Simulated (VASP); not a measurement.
# TbMo (Pm-3m) in VASP: further runs

Runs on TbMo. Level: PBE. Tasks: single point, relaxation of cell and atoms.

All numbers are computed with VASP 6.6.1; they aren't measurements. Logs are shortened: lines on timing, memory, paths and dates and some standing lists are left out, and cuts for length are marked.

## Step 1: The cell of the first run

Symmetry: Pm-3m, No. 221, cubic system. Conventional cell: a = 3.498 Å, b = 3.498 Å, c = 3.498 Å, α = 90.00°, β = 90.00°, γ = 90.00°. Tb (site symmetry m-3m) has 8 Mo at 3.03 Å and 6 Tb at 3.50 Å within 4.0 Å. Mo (site symmetry m-3m) has 8 Tb at 3.03 Å and 6 Mo at 3.50 Å within 4.0 Å.

The cell was generated, and may not be a known phase.

## Step 2: Single point, PBE

The input, INCAR:

```
PREC = Accurate ; ENCUT = 500
EDIFF = 1E-6 ; ISMEAR = 0
SIGMA = 0.1 ; LREAL = False
LASPH = True ; NELM = 200
ALGO = Normal ; ISIF = 2
LWAVE = False ; LCHARG = True
GGA = PE ; LELF = True
LVHAR = True ; NBANDS = 18
GGA_COMPAT = False ; LMAXMIX = 6
```

The input, KPOINTS:

```
regular mesh
0
Gamma
  6 6 6
```

The input, POSCAR:

```
TbMo
1.0
    3.4978479667      0.0000000000      0.0000000000
    0.0000000000      3.4978479667      0.0000000000
    0.0000000000      0.0000000000      3.4978479667
Tb Mo
1 1
Direct
    0.5000000000      0.5000000000      0.5000000000
    0.0000000000      0.0000000000      0.0000000000
```

Potentials or basis: VASP PAW PBE potentials, release 64 (Tb_3, Mo_sv), 4f in core.

On the command line:

```bash
> cat potpaw_PBE.64/Tb_3/POTCAR potpaw_PBE.64/Mo_sv/POTCAR > POTCAR
> mpirun -np 1 vasp_std > vasp.out
```

OUTCAR:

```text
PREC = Accurate
   ENCUT = 500
   EDIFF = 1E-6
   ISMEAR = 0
   LREAL = False
   LASPH = True
   NELM = 200
   ISIF = 2
   GGA = PE

 ion  position               nearest neighbor table
   1  0.500  0.500  0.500-   2 3.03   2 3.03   2 3.03   2 3.03   2 3.03   2 3.03   2 3.03   2 3.03

   2  0.000  0.000  0.000-   1 3.03   1 3.03   1 3.03   1 3.03   1 3.03   1 3.03   1 3.03   1 3.03

  LATTYP: Found a simple cubic cell.
 ALAT       =     3.4978479667

  Lattice vectors:

 A1 = (   3.4978479667,   0.0000000000,   0.0000000000)
 A2 = (   0.0000000000,   3.4978479667,   0.0000000000)
 A3 = (   0.0000000000,   0.0000000000,   3.4978479667)

Analysis of symmetry for initial positions (statically):
=====================================================================
 Subroutine PRICEL returns:
 Original cell was already a primitive cell.

 Routine SETGRP: Setting up the symmetry group for a
 simple cubic supercell.

 Subroutine GETGRP returns: Found 48 space group operations
 (whereof 48 operations were pure point group operations)
 out of a pool of 48 trial point group operations.

The static configuration has the point symmetry O_h .

Analysis of symmetry for dynamics (positions and initial velocities):
=====================================================================
 Subroutine PRICEL returns:
 Original cell was already a primitive cell.

 Routine SETGRP: Setting up the symmetry group for a
 simple cubic supercell.

 Subroutine GETGRP returns: Found 48 space group operations
 (whereof 48 operations were pure point group operations)
 out of a pool of 48 trial point group operations.

The dynamic configuration has the point symmetry O_h .

 Subroutine INISYM returns: Found 48 space group operations
 (whereof 48 operations are pure point group operations),
 and found     1 'primitive' translations

----------------------------------------------------------------------------------------

                                     Primitive cell

  volume of cell :      42.7960

  direct lattice vectors                    reciprocal lattice vectors
     3.497847967  0.000000000  0.000000000     0.285890070  0.000000000  0.000000000
     0.000000000  3.497847967  0.000000000     0.000000000  0.285890070  0.000000000
     0.000000000  0.000000000  3.497847967     0.000000000  0.000000000  0.285890070

  length of vectors
     3.497847967  3.497847967  3.497847967     0.285890070  0.285890070  0.285890070

  position of ions in fractional coordinates (direct lattice)
     0.500000000  0.500000000  0.500000000
     0.000000000  0.000000000  0.000000000

  ion indices of the primitive-cell ions
   primitive index   ion index
                 1           1
                 2           2

----------------------------------------------------------------------------------------

 KPOINTS: regular mesh

Automatic generation of k-mesh.
 Grid dimensions read from file:
 generate k-points for:    6    6    6

 Generating k-lattice:

  Cartesian coordinates                     Fractional coordinates (reciprocal lattice)
     0.047648345  0.000000000  0.000000000     0.166666667  0.000000000  0.000000000
     0.000000000  0.047648345  0.000000000     0.000000000  0.166666667  0.000000000
     0.000000000  0.000000000  0.047648345     0.000000000  0.000000000  0.166666667

  Length of vectors
     0.047648345  0.047648345  0.047648345

  Shift w.r.t. Gamma in fractional coordinates (k-lattice)
     0.000000000  0.000000000  0.000000000

 Subroutine IBZKPT returns following result:
 ===========================================

 Found     20 irreducible k-points:

 Following reciprocal coordinates:
            Coordinates               Weight
  0.000000  0.000000  0.000000      1.000000
  0.166667  0.000000  0.000000      6.000000
  0.333333  0.000000  0.000000      6.000000
  0.500000  0.000000  0.000000      3.000000
  0.166667  0.166667  0.000000     12.000000
  0.333333  0.166667  0.000000     24.000000
[... 12 lines left out ...]
  0.500000  0.500000  0.333333      6.000000
  0.500000  0.500000  0.500000      1.000000
   k-points           NKPTS =     20   k-points in BZ     NKDIM =     20   number of bands    NBANDS=     18
   number of dos      NEDOS =    301   number of ions     NIONS =      2
   total plane-waves  NPLWV =  21952
   dimension x,y,z NGX =    28 NGY =   28 NGZ =   28
   dimension x,y,z NGXF=    56 NGYF=   56 NGZF=   56
   ions per type =               1   1
   NGX,Y,Z   is equivalent  to a cutoff of  13.31, 13.31, 13.31 a.u.
   NGXF,Y,Z  is equivalent  to a cutoff of  26.62, 26.62, 26.62 a.u.
 SYSTEM =  unknown system
   PREC   = accura    normal or accurate (medium, high low for compatibility)
   ISTART =      0    job   : 0-new  1-cont  2-samecut
   ICHARG =      2    charge: 1-file 2-atom 10-const
   ISPIN  =      1    spin polarized calculation?
   LNONCOLLINEAR =      F non collinear calculations
   LSORBIT =      F    spin-orbit coupling
   LASPH  =      T    aspherical Exc in radial PAW
   ENCUT  =  500.0 eV  36.75 Ry    6.06 a.u.   6.38  6.38  6.38*2*pi/ulx,y,z
   NELM   =    200;   NELMIN=  2; NELMDL= -5     # of ELM steps
   EDIFF  = 0.1E-05   stopping-criterion for ELM
   LREAL  =      F    real-space projection
   EDIFFG = 0.1E-04   stopping-criterion for IOM
   NSW    =      0    number of steps for IOM
   IBRION =     -1    ionic relax: 0-MD 1-quasi-New 2-CG
   NFREE  =      0    steps in history (QN), initial steepest desc. (CG)
   ISIF   =      2    stress and relaxation
   ISYM   =      2    0-nonsym 1-usesym 2-fastsym
   POTIM  = 0.5000    time-step for ionic-motion
   TEBEG  =    0.0;   TEEND  =   0.0 temperature during run
   PSTRESS=    0.0 pullay stress
   NELECT =      23.0000    total number of electrons
   NUPDOWN=      -1.0000    fix difference up-down
   EMIN   =  10.00;   EMAX   =-10.00  energy-range for DOS
   EFERMI =   0.00;   METHOD = LEGACY
   ISMEAR =     0;   SIGMA  =   0.10  broadening in eV -4-tet -1-fermi 0-gaus
   EFERMI_NEDOS =   21; number of points for ismear=-14 and -15
   IALGO  =     38    algorithm
   IMIX   =      4    mixing-type and parameters
     AMIX     =   0.40;   BMIX     =  1.00
     AMIX_MAG =   1.60;   BMIX_MAG =  1.00
  volume/ion in A,a.u.               =      21.40       144.40
  Fermi-wavevector in a.u.,A,eV,Ry     =   1.331016  2.515255 24.104120  1.771603
  Thomas-Fermi vector in A             =   2.460059
   LORBIT       =      0    0 simple, 1 ext, 2 COOP (PROOUT), +10 PAW based schemes
   GGA     = PE    functional components
   LHFCALC =     F    Hartree Fock is set to
   AEXX    =    0.0000 exact exchange contribution
   IVDW    =     0    specifies the selected vdW correction
   LEPSILON=     F    determine dielectric tensor
   LRPA    =     F    only Hartree local field effects (RPA)
 non-spin polarized calculation
 Gauss-broadening in eV      SIGMA  =   0.10
  energy-cutoff  :      500.00
  volume of cell :       42.80
 maximum number of plane-waves:      1108
 NGX is ok and might be reduce to    28
   NGX = 13   NGY = 13   NGZ = 13

 number of electron      23.0000001 magnetization

 Free energy of the ion-electron system (eV)
  ---------------------------------------------------
  ext. energy  EPLUGINS =         0.00000000
  ---------------------------------------------------
  free energy    TOTEN  =       -14.17708410 eV

  energy without entropy =      -14.14993623  energy(sigma->0) =      -14.16351017

 E-fermi :   6.4814     XC(G=0): -11.6265

 val. band max:        6.4779792967   @ k =   0.3333   0.1667   0.1667
 cond. band min:       6.4855725582   @ k =   0.5000   0.1667   0.1667
 fundamental gap:      0.0075932615
 Fermi energy:         6.4814280759

 k-point     1 :       0.0000    0.0000    0.0000
  band No.  band energies     occupation
      1     -53.6811      2.00000
      2     -27.7626      2.00000
      3     -27.7626      2.00000
      4     -27.7626      2.00000
      5     -14.5331      2.00000
      6     -14.5331      2.00000
[... 10 lines left out ...]
     17      13.8080      0.00000
     18      13.8080      0.00000

 k-point     2 :       0.1667    0.0000    0.0000
  band No.  band energies     occupation
      1     -53.6801      2.00000
      2     -27.7824      2.00000
      3     -27.7595      2.00000
      4     -27.7595      2.00000
      5     -14.6813      2.00000
      6     -14.5295      2.00000
[... 10 lines left out ...]
     17      11.8559      0.00000
     18      13.4098      0.00000

 k-point     3 :       0.3333    0.0000    0.0000
  band No.  band energies     occupation
      1     -53.6781      2.00000
      2     -27.8218      2.00000
      3     -27.7532      2.00000
      4     -27.7532      2.00000
      5     -14.9634      2.00000
      6     -14.5224      2.00000
[... 10 lines left out ...]
     17      10.1176      0.00000
     18      12.6160      0.00000

 k-point     4 :       0.5000    0.0000    0.0000
  band No.  band energies     occupation
      1     -53.6772      2.00000
      2     -27.8413      2.00000
      3     -27.7501      2.00000
      4     -27.7501      2.00000
      5     -15.0982      2.00000
      6     -14.5188      2.00000
[... 291 lines left out ...]
      4     -27.8088      2.00000
      5     -14.9765      2.00000
      6     -14.8618      2.00000
[... 10 lines left out ...]
     17      13.4396      0.00000
     18      14.8527      0.00000

 k-point    19 :       0.5000    0.5000    0.3333
  band No.  band energies     occupation
      1     -53.6682      2.00000
      2     -27.8331      2.00000
      3     -27.8331      2.00000
      4     -27.8070      2.00000
      5     -14.9696      2.00000
      6     -14.9696      2.00000
[... 10 lines left out ...]
     17      14.1839      0.00000
     18      14.3548      0.00000

 k-point    20 :       0.5000    0.5000    0.5000
  band No.  band energies     occupation
      1     -53.6671      2.00000
      2     -27.8283      2.00000
      3     -27.8283      2.00000
      4     -27.8283      2.00000
      5     -14.9716      2.00000
      6     -14.9716      2.00000
[... 10 lines left out ...]
     17      14.4179      0.00000
     18      14.4179      0.00000

------------------------ aborting loop because EDIFF is reached ----------------------------------------

  FORCE on cell =-STRESS in cart. coord.  units (eV):
  Direction    XX          YY          ZZ          XY          YZ          ZX
  --------------------------------------------------------------------------------------
  -------------------------------------------------------------------------------------
  Total        0.1252017      0.1252017      0.1252017      0.0000000      0.0000000      0.0000000
  in kB        4.6872478      4.6872478      4.6872478      0.0000000      0.0000000      0.0000000
  external PRESSURE =       4.6872478 kB  Pullay stress =       0.0000000 kB

 VOLUME and BASIS-vectors are now :
 -----------------------------------------------------------------------------
  energy-cutoff  :      500.00
  volume of cell :       42.80
      direct lattice vectors                 reciprocal lattice vectors
     3.497847967  0.000000000  0.000000000     0.285890070  0.000000000  0.000000000
     0.000000000  3.497847967  0.000000000     0.000000000  0.285890070  0.000000000
     0.000000000  0.000000000  3.497847967     0.000000000  0.000000000  0.285890070

 POSITION                                       TOTAL-FORCE (eV/Angst)
 -----------------------------------------------------------------------------------
      1.74892      1.74892      1.74892         0.000000      0.000000      0.000000
      0.00000      0.00000      0.00000         0.000000      0.000000      0.000000
 -----------------------------------------------------------------------------------
    total drift:                                0.000000      0.000000      0.000000

  FREE ENERGIE OF THE ION-ELECTRON SYSTEM (eV)
  ---------------------------------------------------
  free  energy   TOTEN  =       -14.1770841040 eV

  energy  without entropy=      -14.1499362267  energy(sigma->0) =      -14.16351017
```

Run time: 12 s. Hardware: 1 thread of AMD EPYC 9R45 (Zen 5), shared host; peak memory 0.13 GiB.

Results:

```
Free energy            : -14.1771 eV
Pressure               : 0.5 GPa
Band gap on the k mesh : zero (an odd number of electrons rules out a gap without spin polarisation)
```

Caveat: spin-orbit coupling is left out, which moves the levels of the heavy elements; the 4f electrons are frozen in the core, so they carry no moment and show no levels.

## Step 3: Single point, PBE

This run uses another cell than the first one, of 23.64 Å³/atom.

The input, INCAR:

```
  ALGO = Normal
  EDIFF = 1E-6
  ENCUT = 500
  GGA = PE
  GGA_COMPAT = F
  ISIF = 2
  ISMEAR = 0
  LASPH = T
  LCHARG = F
  LMAXMIX = 6
  LREAL = F
  LWAVE = F
  NBANDS = 18
  NELM = 200
  PREC = Accurate
  SIGMA = 0.1
```

The input, KPOINTS:

```
k-points
0
Gamma
  6 6 6
```

The input, POSCAR:

```
TbMo
1.0
    3.6157797000      0.0000000000      0.0000000000
    0.0000000000      3.6157797000      0.0000000000
    0.0000000000      0.0000000000      3.6157797000
Tb Mo
1 1
Direct
    0.5000000000      0.5000000000      0.5000000000
    0.0000000000      0.0000000000      0.0000000000
```

Potentials or basis: VASP PAW PBE potentials, release 64 (Tb_3, Mo_sv), 4f in core.

On the command line:

```bash
> cat potpaw_PBE.64/Tb_3/POTCAR potpaw_PBE.64/Mo_sv/POTCAR > POTCAR
> mpirun -np 1 vasp_std > vasp.out
```

It took 12 s on 1 thread of AMD EPYC 9R45 (Zen 5), shared host; peak memory 0.13 GiB.

Results (log left out):

```yaml
Free_energy: -14.0743 eV
Pressure: -7.3 GPa
Band_gap_on_the_k_mesh: zero (an odd number of electrons rules out a gap without spin polarisation)
```

Levels at points of the mesh, in eV from the Fermi level:
```tsv
k point	band 8	band 9	band 10	band 11	band 12	band 13	band 14	band 15
(0.00, 0.00, 0.00)	-5.12	-2.43	-2.43	0.41	0.41	0.41	3.60	3.60
(0.50, 0.00, 0.00)	-1.94	-1.92	-1.07	0.27	0.27	0.97	0.99	2.43
(0.50, 0.50, 0.00)	-2.80	-2.52	-0.89	-0.89	1.85	2.19	2.20	2.20
(0.50, 0.50, 0.50)	-0.67	-0.67	-0.67	-0.18	-0.18	-0.18	1.91	1.91
```

Caveat: the cell stands under tension; spin-orbit coupling is left out, which moves the levels of the heavy elements; the 4f electrons are frozen in the core, so they carry no moment and show no levels. Spin polarisation is off, so any magnetic state and its effect on volume and gap are missing.

(Part 1 of 2 ends here.)

The gap in the log of VASP goes by the Fermi energy; the results here count the filled bands.